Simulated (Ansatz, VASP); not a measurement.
**Sc: VASP beside Ansatz**

File INCAR:

```
SYSTEM = Sc
ALGO = Normal
EDIFF = 1E-7
ENCUT = 520
GGA = PS
ISIF = 2
ISMEAR = -1
LASPH = .TRUE.
LCHARG = .FALSE.
LREAL = .FALSE.
LWAVE = .FALSE.
NBANDS = 18
NELM = 60
PREC = Accurate
SIGMA = 0.05
```

File KPOINTS:

```
k-points
0
G
  11 11 11
  0 0 0
```

The input POSCAR:

```
Sc
1.0
    0.0000000000      2.6398718167      2.6398718167
    2.6398718167      0.0000000000      2.6398718167
    2.6398718167      2.6398718167      0.0000000000
Sc
2
Direct
   -0.1250000000     -0.1250000000     -0.1250000000
    0.1250000000      0.1250000000      0.1250000000
```

Input for Ansatz:

```yaml
crystal:
  lattice:
    - [0.0, 2.6398718167, 2.6398718167]
    - [2.6398718167, 0.0, 2.6398718167]
    - [2.6398718167, 2.6398718167, 0.0]
  atoms:
    - { symbol: Sc, position: [-0.125, -0.125, -0.125] }
    - { symbol: Sc, position: [0.125, 0.125, 0.125] }
kpoints:
  mp_grid: { grid: [11, 11, 11] }
scf:
  occupations: { method: fermi_dirac, width: 0.05 }
hamiltonian:
  xc: pbesol
  pseudopotentials: { kind: all_electron, lapw: { basis_error: 0.001 } }
output:
  forces: true
  stress: true
  eigenvalues: true
  populations: true
```

Change from the starting cell: volume scaled by 0.6, LAPW.

Alike in both runs: task single point; functional PBEsol; k mesh 11 × 11 × 11; occupations fermi-dirac, width 0.05 eV; no spin polarisation.

```csv
,VASP,Ansatz
version,VASP 6.6.1,Ansatz 0.2.0
potentials or method,"VASP PAW PBE potentials, release 64 (Sc_sv), cutoff 520 eV","all-electron LAPW, scalar-relativistic"
```

Ansatz gave:

```
pressure (GPa) : 9.3
```

Problem. Estimate VASP's values.

Solution. Pressure (GPa): 10.4.

VASP's potentials were made for PBE, not for PBEsol. Ansatz ran all-electron here, and VASP with PAW potentials.
